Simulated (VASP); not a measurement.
# Tl (P6_3/mmc) in VASP: a series of runs

Tl is run at these levels: r2SCAN; tasks: single point, relaxation of cell and atoms.

All numbers are computed with VASP 6.6.1; they aren't measurements. Logs are shortened: lines on timing, memory, paths and dates and some standing lists are left out, and cuts for length are marked.

### Step 1. The cell of the first run

The structure is hexagonal, space group P6_3/mmc (No. 194). Conventional cell: a = 3.544 Å, b = 3.544 Å, c = 5.550 Å, α = 90.00°, β = 90.00°, γ = 120.00°. Within 4.5 Å of Tl (site symmetry -6m2) lie 12 Tl at 3.45 to 3.54 Å.

### Step 2. Single point, r2SCAN

Contents of POSCAR:

```
Tl
1.0
    3.5443756216      0.0000000000      0.0000000000
   -1.7721878108      3.0695193289      0.0000000000
    0.0000000000      0.0000000000      5.5498024543
Tl
2
Direct
    0.3333333333      0.6666666667      0.2500000000
    0.6666666667      0.3333333333      0.7500000000
```

Contents of INCAR.step1:

```
ALGO = Normal ; EDIFF = 1E-4
ENCUT = 520 ; GGA = PE
ISMEAR = -1 ; LASPH = True
LCHARG = False ; LREAL = False
LWAVE = True ; NBANDS = 20
NELM = 100 ; PREC = Accurate
SIGMA = 0.1
```

Contents of INCAR.step2:

```
ALGO = Normal ; EDIFF = 1E-6
ENCUT = 520 ; ISIF = 2
ISMEAR = -1 ; ISTART = 1
LASPH = True ; LCHARG = True
LELF = True ; LMIXTAU = True
LREAL = False ; LVHAR = True
LWAVE = False ; METAGGA = R2SCAN
NBANDS = 20 ; NELM = 100
PREC = Accurate ; SIGMA = 0.1
```

Contents of KPOINTS:

```
k-points
0
Gamma
  12 12 6
```

Potentials or basis: VASP PAW PBE potentials, release 64 (Tl_d).

Started as:

```console
cat potpaw_PBE.64/Tl_d/POTCAR > POTCAR
cp INCAR.step1 INCAR
mpirun -np 1 vasp_std > vasp.out
cp INCAR.step2 INCAR
mpirun -np 1 vasp_std > vasp.out
```

OUTCAR:

```text
EDIFF = 1E-6
   ENCUT = 520
   ISIF = 2
   ISMEAR = -1
   ISTART = 1
   LASPH = True
   LREAL = False
   METAGGA = R2SCAN
   NELM = 100
   PREC = Accurate

 ion  position               nearest neighbor table
   1  0.333  0.667  0.250-   2 3.45   2 3.45   2 3.45   2 3.45   2 3.45   2 3.45
   2  0.667  0.333  0.750-   1 3.45   1 3.45   1 3.45   1 3.45   1 3.45   1 3.45

  LATTYP: Found a hexagonal cell.
 ALAT       =     3.5443756216
 C/A-ratio  =     1.5658053905

  Lattice vectors:

 A1 = (   3.5443756216,   0.0000000000,   0.0000000000)
 A2 = (  -1.7721878108,   3.0695193289,   0.0000000000)
 A3 = (   0.0000000000,   0.0000000000,   5.5498024543)

Analysis of symmetry for initial positions (statically):
=====================================================================
 Subroutine PRICEL returns:
 Original cell was already a primitive cell.

 Routine SETGRP: Setting up the symmetry group for a
 hexagonal supercell.

 Subroutine GETGRP returns: Found 24 space group operations
 (whereof 12 operations were pure point group operations)
 out of a pool of 24 trial point group operations.

The static configuration has the point symmetry D_3d.
 The point group associated with its full space group is D_6h.

Analysis of symmetry for dynamics (positions and initial velocities):
=====================================================================
 Subroutine PRICEL returns:
 Original cell was already a primitive cell.

 Routine SETGRP: Setting up the symmetry group for a
 hexagonal supercell.

 Subroutine GETGRP returns: Found 24 space group operations
 (whereof 12 operations were pure point group operations)
 out of a pool of 24 trial point group operations.

The dynamic configuration has the point symmetry D_3d.
 The point group associated with its full space group is D_6h.

 Subroutine INISYM returns: Found 24 space group operations
 (whereof 12 operations are pure point group operations),
 and found     1 'primitive' translations

----------------------------------------------------------------------------------------

                                     Primitive cell

  volume of cell :      60.3792

  direct lattice vectors                    reciprocal lattice vectors
     3.544375622  0.000000000  0.000000000     0.282137140  0.162891954  0.000000000
    -1.772187811  3.069519329  0.000000000     0.000000000  0.325783907  0.000000000
     0.000000000  0.000000000  5.549802454     0.000000000  0.000000000  0.180186594

  length of vectors
     3.544375622  3.544375622  5.549802454     0.325783907  0.325783907  0.180186594

  position of ions in fractional coordinates (direct lattice)
[... 79 lines left out ...]
   EDIFF  = 0.1E-05   stopping-criterion for ELM
   LREAL  =      F    real-space projection
   EDIFFG = 0.1E-04   stopping-criterion for IOM
   NSW    =      0    number of steps for IOM
   IBRION =     -1    ionic relax: 0-MD 1-quasi-New 2-CG
   NFREE  =      0    steps in history (QN), initial steepest desc. (CG)
   ISIF   =      2    stress and relaxation
   ISYM   =      2    0-nonsym 1-usesym 2-fastsym
   POTIM  = 0.5000    time-step for ionic-motion
   TEBEG  =    0.0;   TEEND  =   0.0 temperature during run
   PSTRESS=    0.0 pullay stress
   NELECT =      26.0000    total number of electrons
   NUPDOWN=      -1.0000    fix difference up-down
   EMIN   =  10.00;   EMAX   =-10.00  energy-range for DOS
   EFERMI =   0.00;   METHOD = LEGACY
   ISMEAR =    -1;   SIGMA  =   0.10  broadening in eV -4-tet -1-fermi 0-gaus
   EFERMI_NEDOS =   21; number of points for ismear=-14 and -15
   IALGO  =     38    algorithm
   IMIX   =      4    mixing-type and parameters
     AMIX     =   0.40;   BMIX     =  1.00
     AMIX_MAG =   1.60;   BMIX_MAG =  1.00
  volume/ion in A,a.u.               =      30.19       203.73
  Fermi-wavevector in a.u.,A,eV,Ry     =   1.236242  2.336158 20.793697  1.528294
  Thomas-Fermi vector in A             =   2.370858
   LORBIT       =      0    0 simple, 1 ext, 2 COOP (PROOUT), +10 PAW based schemes
   METAGGA = R2SCAN    functional components
   LHFCALC =     F    Hartree Fock is set to
   AEXX    =    0.0000 exact exchange contribution
   IVDW    =     0    specifies the selected vdW correction
   LEPSILON=     F    determine dielectric tensor
   LRPA    =     F    only Hartree local field effects (RPA)
 non-spin polarized calculation
  energy-cutoff  :      520.00
  volume of cell :       60.38
 maximum number of plane-waves:      1651
 NGX is ok and might be reduce to    28
   NGX = 13   NGY = 13   NGZ = 21

 number of electron      26.0000004 magnetization

 Free energy of the ion-electron system (eV)
  ---------------------------------------------------
  ext. energy  EPLUGINS =         0.00000000
  ---------------------------------------------------
  free energy    TOTEN  =      -106.37567535 eV

  energy without entropy =     -106.35031423  energy(sigma->0) =     -106.36299479

 E-fermi :   6.0118     XC(G=0): -10.5189

 val. band max:        6.0082764820   @ k =   0.2500   0.2500   0.1667
 cond. band min:       6.1017685215   @ k =   0.2500   0.2500   0.3333
 fundamental gap:      0.0934920395
 Fermi energy:         6.0117580636

 k-point     1 :       0.0000    0.0000    0.0000
  band No.  band energies     occupation
      1      -6.2710      2.00000
      2      -6.0747      2.00000
      3      -6.0747      2.00000
      4      -6.0682      2.00000
      5      -6.0245      2.00000
      6      -6.0245      2.00000
[... 541 lines left out ...]
     19      14.7639      0.00000
     20      16.0990      0.00000

 [... further k-points ...]

------------------------ aborting loop because EDIFF is reached ----------------------------------------

  FORCE on cell =-STRESS in cart. coord.  units (eV):
  Direction    XX          YY          ZZ          XY          YZ          ZX
  --------------------------------------------------------------------------------------
  -------------------------------------------------------------------------------------
  Total       -0.0084554     -0.0084554     -0.0101810      0.0000000     -0.0000000      0.0000000
  in kB       -0.2243655     -0.2243655     -0.2701553      0.0000000     -0.0000000      0.0000000
  external PRESSURE =      -0.2396288 kB  Pullay stress =       0.0000000 kB

 VOLUME and BASIS-vectors are now :
 -----------------------------------------------------------------------------
  energy-cutoff  :      520.00
  volume of cell :       60.38
      direct lattice vectors                 reciprocal lattice vectors
     3.544375622  0.000000000  0.000000000     0.282137140  0.162891954  0.000000000
    -1.772187811  3.069519329  0.000000000     0.000000000  0.325783907  0.000000000
     0.000000000  0.000000000  5.549802454     0.000000000  0.000000000  0.180186594

 POSITION                                       TOTAL-FORCE (eV/Angst)
 -----------------------------------------------------------------------------------
     -0.00000      2.04635      1.38745         0.000000     -0.000000      0.000000
      1.77219      1.02317      4.16235        -0.000000      0.000000      0.000000
 -----------------------------------------------------------------------------------
    total drift:                                0.000000     -0.000000      0.000000

  FREE ENERGIE OF THE ION-ELECTRON SYSTEM (eV)
  ---------------------------------------------------
  free  energy   TOTEN  =      -106.3756753462 eV

  energy  without entropy=     -106.3503142282  energy(sigma->0) =     -106.36299479
```

OUTCAR.step1:

```text
EDIFF = 1E-4
   ENCUT = 520
   GGA = PE
   ISMEAR = -1
   LASPH = True
[... 776 lines left out ...]
     -0.00000      2.04635      1.38745         0.000000      0.000000      0.000000
      1.77219      1.02317      4.16235        -0.000000      0.000000      0.000000
 -----------------------------------------------------------------------------------
    total drift:                                0.000000     -0.000000      0.000000

  FREE ENERGIE OF THE ION-ELECTRON SYSTEM (eV)
  ---------------------------------------------------
  free  energy   TOTEN  =        -4.4651698703 eV

  energy  without entropy=       -4.4382072912  energy(sigma->0) =       -4.45168858
```

OSZICAR.step1:

```text
N       E                     dE             d eps       ncg     rms          rms(c)
DAV:   1     0.132378580383E+03    0.13238E+03   -0.14099E+04  3048   0.122E+03
DAV:   2    -0.184504622670E+01   -0.13422E+03   -0.13156E+03  3328   0.275E+02
DAV:   3    -0.449476550890E+01   -0.26497E+01   -0.26429E+01  3464   0.337E+01
DAV:   4    -0.451137320958E+01   -0.16608E-01   -0.16607E-01  3236   0.289E+00
DAV:   5    -0.451161880927E+01   -0.24560E-03   -0.24560E-03  3404   0.347E-01    0.260E+00
DAV:   6    -0.447230081291E+01    0.39318E-01   -0.68170E-02  3228   0.198E+00    0.185E+00
DAV:   7    -0.446560875033E+01    0.66921E-02   -0.29026E-02  3288   0.129E+00    0.675E-01
DAV:   8    -0.446516301360E+01    0.44574E-03   -0.21537E-03  3204   0.342E-01    0.352E-02
DAV:   9    -0.446516987031E+01   -0.68567E-05   -0.15680E-05  1704   0.340E-02
   1 F= -.44651699E+01 E0= -.44516886E+01  d E =-.269626E-01
```

Run time: 5.9 min. Hardware: 1 thread of Oxide Virtual Turin-like, shared host; peak memory 0.19 GiB.

What came out:

```
Free energy            : -106.3757 eV
Pressure               : 0.0 GPa
Band gap on the k mesh : zero (bands 13 and 14 overlap by 5.78 eV)
```

Levels at points of the mesh, in eV from the Fermi level:
```tsv
k point	band 11	band 12	band 13	band 14	band 15	band 16
(0.00, 0.00, 0.00)	-10.11	-5.22	-2.63	7.57	7.57	9.67
(0.50, 0.00, 0.00)	-6.13	-4.92	-0.69	0.68	1.38	3.70
(0.00, 0.00, 0.50)	-8.66	-8.66	3.57	3.57	8.57	8.57
(0.50, 0.00, 0.50)	-5.08	-5.08	-2.15	-2.15	5.39	5.39
```

Caveat: the PAW data sets were made with another functional, which shifts forces and pressure a little; spin-orbit coupling is left out, which moves the levels of the heavy elements.

### Step 3. Relaxation of cell and atoms, r2SCAN

This run uses another cell than the first one, of 28.57 Å³/atom.

Contents of POSCAR:

```
Tl
1.0
    3.4560000000      0.0000000000      0.0000000000
   -1.7280000000      2.9929837955      0.0000000000
    0.0000000000      0.0000000000      5.5250000000
Tl
2
Direct
    0.3333333333      0.6666666667      0.2500000000
    0.6666666667      0.3333333333      0.7500000000
```

Contents of INCAR.step1:

```
SYSTEM = Tl
PREC     = Accurate       ! precision mode
ENCUT    = 600            ! plane-wave cutoff, eV
ISMEAR   = -1             ! smearing method
SIGMA    = 0.1            ! smearing width, eV
LREAL    = .False.        ! projectors in reciprocal space
LASPH    = .True.         ! aspherical terms in the spheres
NELM     = 60             ! most SCF steps
GGA      = PE             ! functional
ALGO     = Normal         ! electronic algorithm
EDIFF    = 1E-4           ! SCF threshold, eV
LWAVE    = .True.         ! write WAVECAR
LCHARG   = .False.        ! write CHGCAR
```

Contents of INCAR.step2:

```
SYSTEM = Tl
PREC     = Accurate       ! precision mode
ENCUT    = 600            ! plane-wave cutoff, eV
EDIFF    = 1E-6           ! SCF threshold, eV
ISMEAR   = -1             ! smearing method
SIGMA    = 0.1            ! smearing width, eV
LREAL    = .False.        ! projectors in reciprocal space
LASPH    = .True.         ! aspherical terms in the spheres
NELM     = 60             ! most SCF steps
ALGO     = Normal         ! electronic algorithm
ISIF     = 3              ! what is computed and relaxed
LWAVE    = .False.        ! write WAVECAR
LCHARG   = .False.        ! write CHGCAR
METAGGA  = R2SCAN         ! meta-GGA
LMIXTAU  = .True.       
IBRION   = 2              ! ionic algorithm
NSW      = 100            ! ionic steps
EDIFFG   = -0.002         ! ionic threshold
ISTART   = 1
```

Contents of KPOINTS:

```
Automatic mesh
0
Gamma
  12 12 6
  0 0 0
```

Potentials or basis: VASP PAW PBE potentials, release 64 (Tl_d).

Started as:

```console
cat potpaw_PBE.64/Tl_d/POTCAR > POTCAR
cp INCAR.step1 INCAR
mpirun -np 1 vasp_std > vasp.out
cp INCAR.step2 INCAR
mpirun -np 1 vasp_std > vasp.out
```

It took 19 min on 1 thread of Oxide Virtual Turin-like, shared host; peak memory 0.22 GiB.

Results (log left out):

```
Free energy                           : -106.3744 eV
Relaxed volume                        : 30.19 Å³/atom
Relaxed cell                          : a = 3.545 Å, b = 3.545 Å, c = 5.550 Å, α = 90.00°, β = 90.00°, γ = 120.00°
Space group after relaxing (to 0.1 Å) : P6_3/mmc (No. 194)
Energy gained by relaxing             : 10.3 meV/atom
Ionic steps                           : 6
Pressure after relaxing               : 0.0 GPa
Band gap on the k mesh                : zero (bands 13 and 14 overlap by 5.77 eV)
```

Step by step:
```csv
step,energy change (eV),largest force (eV/Å),pressure (GPa),volume (Å³)
1,0.0000,0.0000,2.01,57.15
2,-0.0194,0.0000,0.08,60.17
3,-0.0195,0.0000,-0.04,60.39
4,-0.0201,0.0000,-0.03,60.39
5,-0.0206,0.0000,0.01,60.39
6,-0.0206,0.0000,0.01,60.39
```

Final structure:
```
Tl
1.0
     3.54451    0.00000    0.00000
    -1.77226    3.06964    0.00000
     0.00000    0.00000    5.55026
Tl
2
Direct
  0.33333 0.66667 0.25000
  0.66667 0.33333 0.75000
```

Levels at points of the mesh, in eV from the Fermi level:
| k point | band 11 | band 12 | band 13 | band 14 | band 15 | band 16 |
| --- | --- | --- | --- | --- | --- | --- |
| (0.00, 0.00, 0.00) | -10.11 | -5.22 | -2.63 | 7.57 | 7.57 | 9.67 |
| (0.50, 0.00, 0.00) | -6.13 | -4.92 | -0.70 | 0.68 | 1.38 | 3.70 |
| (0.00, 0.00, 0.50) | -8.66 | -8.66 | 3.57 | 3.57 | 8.57 | 8.57 |
| (0.50, 0.00, 0.50) | -5.08 | -5.08 | -2.15 | -2.15 | 5.39 | 5.39 |

Caveat: the PAW data sets were made with another functional, which shifts forces and pressure a little; spin-orbit coupling is left out, which moves the levels of the heavy elements.

The gap in the log of VASP goes by the Fermi energy; the results here count the filled bands.